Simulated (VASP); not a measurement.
# BaZrO3: single point with PBE

BaZrO3:

```
Ba Zr O
1.0
     4.18150    0.00000    0.00000
     0.00000    4.18150    0.00000
     0.00000    0.00000    4.18150
Ba Zr O
1 1 3
Direct
  0.50000 0.55073 0.55073
  0.00000 0.00000 0.00000
  0.50000 0.00000 0.00000
  0.00000 0.50000 0.00000
  0.00000 0.00000 0.50000
```

This cell differs from its parent crystal: all Ba atoms moved -0.300 Å, as atom 1 towards its neighbour atom 3 (O) at 2.957 Å.

```yaml
Program: VASP 6.6.1
Task: single point
Functional: PBE
Potentials_or_basis: VASP PAW PBE potentials, release 64 (Ba_sv, Zr_sv, O_h)
Cutoff: 1340 eV
k_mesh: 6 × 6 × 6
Occupations: gaussian, width 0.05 eV
Spin: no spin polarisation
Dipole_correction: no
Further_INCAR_settings: ALGO = Normal; EDIFF = 1e-06; NBANDS = 28
```

```
Pressure               : 8.0 GPa
Largest force          : 1.462 eV/Å
Band gap on the k mesh : 3.13 eV (least direct gap 3.34 eV)
```

Forces in eV/Å, atoms in the order of the input:
```
Ba   0.000 -1.034 -1.034
Zr   0.000  0.779  0.779
O    0.000  0.049  0.049
O    0.000  0.241 -0.035
O    0.000 -0.035  0.241
```

Stress tensor (GPa, compression positive):
```
8.27 0.00 0.00
0.00 7.90 1.90
0.00 1.90 7.90
```

Levels at points of the mesh, in eV from the valence-band top:
```tsv
k point	band 16	band 17	band 18	band 19	band 20	band 21	band 22	band 23	band 24	band 25
(0.00, 0.00, 0.00)	-1.06	-1.00	-0.24	-0.23	-0.21	3.13	3.27	3.29	4.93	4.98
(0.50, 0.00, 0.00)	-1.79	-1.60	-1.34	-0.44	-0.41	3.60	5.61	5.71	6.62	6.79
(0.00, 0.50, 0.00)	-1.74	-1.65	-1.41	-0.48	-0.45	3.55	5.69	5.72	6.66	6.86
(0.50, 0.50, 0.00)	-2.35	-0.90	-0.87	-0.77	-0.11	5.70	5.70	6.50	6.60	7.69
(0.00, 0.50, 0.50)	-2.32	-0.97	-0.88	-0.83	-0.01	5.64	5.74	6.56	6.62	7.82
(0.50, 0.50, 0.50)	-2.48	-2.44	-0.12	-0.02	0.00	6.06	6.17	6.24	7.03	7.05
```

Run time: 3.5 min on 1 thread of AMD EPYC 9R45 96-Core Processor (Zen 5), with other jobs on the host, peak memory 0.61 GiB.

Caveat: the cell differs from its parent crystal (all Ba atoms moved -0.300 Å, as atom 1 towards its neighbour atom 3 (O) at 2.957 Å); the cell stands under pressure; spin-orbit coupling is left out, which moves the levels of the heavy elements; forces of over 1 eV/Å act on the atoms, so gaps and moduli don't describe the material at rest. A k mesh can miss the band edges.
